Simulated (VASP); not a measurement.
## B: relaxation of cell and atoms with PBE

The system is B.

```
B
1.0
     3.74283    0.00000    0.00000
     0.00000    3.74283    0.00000
     0.00000    0.00000    3.74283
B
8
Direct
  0.00000 0.00000 0.00000
  0.50000 0.50000 0.50000
  0.25000 0.00000 0.50000
  0.75000 0.00000 0.50000
  0.50000 0.25000 0.00000
  0.50000 0.75000 0.00000
  0.00000 0.50000 0.25000
  0.00000 0.50000 0.75000
```

- Program: VASP 6.6.1
- Task: relaxation of cell and atoms
- Functional: PBE
- Potentials or basis: VASP PAW PBE potentials, release 64 (B)
- Cutoff: 600 eV
- k mesh: 7 × 7 × 7
- Occupations: fermi-dirac, width 0.1 eV
- Spin: no spin polarisation
- Dipole correction: no
- Further INCAR settings: ALGO = Normal; EDIFF = 1e-06; IBRION = 2; EDIFFG = -0.01; NSW = 80; ISIF = 3

```json
{
 "Relaxed volume": "6.15 Å³/atom",
 "Relaxed cell": "a = 3.664 Å, b = 3.664 Å, c = 3.664 Å, α = 90.00°, β = 90.00°, γ = 90.00°",
 "Space group after relaxing (to 0.05 Å)": "Pm-3n (No. 223)",
 "Energy gained by relaxing": "18.3 meV/atom",
 "Ionic steps": "3",
 "Pressure after relaxing": "0.0 GPa",
 "Band gap on the k mesh": "zero (band 12 reaches 13.23 eV, above the bottom of band 13 at 9.43 eV)"
}
```

Step by step:
```csv
step,energy change (eV),largest force (eV/Å),pressure (GPa),volume (Å³)
1,0.0000,0.0000,-13.70,52.43
2,-0.1339,0.0000,4.59,48.29
3,-0.1464,0.0000,0.03,49.18
```

Final structure:
```xyz
8
Lattice="3.6637 0.0000 0.0000 0.0000 3.6637 0.0000 0.0000 0.0000 3.6637" Properties=species:S:1:pos:R:3 pbc="T T T"
B     0.0000    0.0000    0.0000
B     1.8319    1.8319    1.8319
B     0.9159    0.0000    1.8319
B     2.7478    0.0000    1.8319
B     1.8319    0.9159    0.0000
B     1.8319    2.7478    0.0000
B     0.0000    1.8319    0.9159
B     0.0000    1.8319    2.7478
```

Levels at points of the mesh, in eV from the Fermi level:
| k point | band 9 | band 10 | band 11 | band 12 | band 13 | band 14 | band 15 | band 16 |
| --- | --- | --- | --- | --- | --- | --- | --- | --- |
| (0.00, 0.00, 0.00) | -2.51 | -2.51 | -2.27 | -2.27 | -0.19 | -0.19 | -0.19 | 2.17 |

It took 20 s on 1 thread of Intel(R) Xeon(R) 6975P-C (Granite Rapids), on a shared host, peak memory 0.16 GiB.
